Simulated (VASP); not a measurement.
Wanted: the native input for a VASP 6.6.1 run.

```yaml
Task: single point
Functional: PBE
Potentials_or_basis: VASP PAW PBE potentials, release 64 (Ti_sv, Si)
Cutoff: 520 eV
k_mesh: 7 × 7 × 10
Occupations: fermi-dirac, width 0.05 eV
Spin: no spin polarisation
Dipole_correction: no
Further_INCAR_settings: ALGO = Normal; EDIFF = 1e-07; NBANDS = 17
```

The structure of TiSi2 lies in POSCAR:

```
TiSi2
1.0
    4.3308936000      0.0000000000      0.0000000000
   -2.1654468000      3.7885500000      0.0000000000
    0.0000000000      0.0000000000      2.5610100000
Ti Si
1 2
Direct
    0.0000000000      0.0000000000      0.0000000000
    0.3333300000      0.6666700000      0.5000000000
    0.6666700000      0.3333300000      0.5000000000
```

The input as run:

INCAR

```
  PREC = Accurate
  ENCUT = 520
  EDIFF = 1E-7
  ISMEAR = -1
  SIGMA = 0.05
  LREAL = F
  LASPH = T
  NELM = 60
  ALGO = Normal
  ISIF = 2
  LWAVE = F
  LCHARG = F
  GGA = PE
  NBANDS = 17
```

KPOINTS

```
Automatic mesh
0
Gamma
  7 7 10
```

Potentials or basis: VASP PAW PBE potentials, release 64 (Ti_sv, Si).

Launch:

```console
$ cat potpaw_PBE.64/Ti_sv/POTCAR potpaw_PBE.64/Si/POTCAR > POTCAR
$ mpirun -np 1 vasp_std > vasp.out
```

Results of the run:

```yaml
Pressure: 1.1 GPa
Largest_force: 0.040 eV/Å
Band_gap_on_the_k_mesh: zero (band 10 reaches 11.49 eV, above the bottom of band 11 at 8.87 eV)
```

Wall time 79 s on 1 thread of Intel(R) Xeon(R) Platinum 8488C (Sapphire Rapids), with other jobs on the host, peak memory 0.23 GiB.
